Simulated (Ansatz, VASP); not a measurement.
Given: the input of a run of Ansatz 0.2.0 on HfC.

File input:

```
crystal:
  lattice:
    - [0.0, 2.3403977997, 2.3403977997]
    - [2.3403977997, 0.0, 2.3403977997]
    - [2.3403977997, 2.3403977997, 0.0]
  atoms:
    - { symbol: Hf, position: [0.5, 0.5, 0.5] }
    - { symbol: C, position: [0.0, 0.0, 0.0] }
hamiltonian:
  xc: hse06
  pseudopotentials: { kind: paw }
kpoints:
  mp_grid: { grid: [6, 6, 6] }
scf:
  occupations: { method: fermi_dirac, width: 0.05 }
output:
  forces: true
  stress: true
  eigenvalues: true
```

Q: Set up the same calculation for VASP 6.6.1. Potentials there: VASP PAW PBE potentials, release 64 (Hf_pv, C).

A: As run (the cutoff follows the program's own potentials):

The input POSCAR:

```
HfC
1.0
    0.0000000000      2.3403977997      2.3403977997
    2.3403977997      0.0000000000      2.3403977997
    2.3403977997      2.3403977997      0.0000000000
Hf C
1 1
Direct
    0.5000000000      0.5000000000      0.5000000000
    0.0000000000      0.0000000000      0.0000000000
```

File INCAR.step1:

```
SYSTEM = HfC
  ALGO = Normal
  EDIFF = 1E-5
  ENCUT = 520
  GGA = PE
  ISIF = 2
  ISMEAR = -1
  LASPH = .TRUE.
  LCHARG = .FALSE.
  LREAL = .FALSE.
  LWAVE = .TRUE.
  NBANDS = 14
  NELM = 100
  PREC = Accurate
  SIGMA = 0.05
```

File INCAR.step2:

```
SYSTEM = HfC
  ALGO = Normal
  EDIFF = 1E-7
  ENCUT = 520
  GGA = PE
  HFSCREEN = 0.2079
  ISIF = 2
  ISMEAR = -1
  ISTART = 1
  LASPH = .TRUE.
  LCHARG = .FALSE.
  LHFCALC = .TRUE.
  LREAL = .FALSE.
  LWAVE = .FALSE.
  NBANDS = 14
  NELM = 100
  PREC = Accurate
  PRECFOCK = Normal
  SIGMA = 0.05
```

The input KPOINTS:

```
k-points
0
G
  6 6 6
  0 0 0
```

Potentials or basis: VASP PAW PBE potentials, release 64 (Hf_pv, C).

Command:

```bash
$ cat potpaw_PBE.64/Hf_pv/POTCAR potpaw_PBE.64/C/POTCAR > POTCAR
$ cp INCAR.step1 INCAR
$ mpirun -np 1 vasp_std > vasp.out
$ cp INCAR.step2 INCAR
$ mpirun -np 1 vasp_std > vasp.out
```

Both were run:

|  | VASP | Ansatz | Ansatz less VASP |
| --- | --- | --- | --- |
| gap on the k mesh at the Fermi level (eV) | none | none | - |
| pressure (GPa) | -8.7 | -5.9 | +2.82 |

A gap of «none» marks a metal or a gap that the smearing closes. VASP's potentials hold 14 valence electrons a cell and Ansatz's 30, so a difference there can come from the potentials and not from the codes.

The k mesh is coarse, so the values compare programs but aren't converged. Spin-orbit coupling is off throughout.
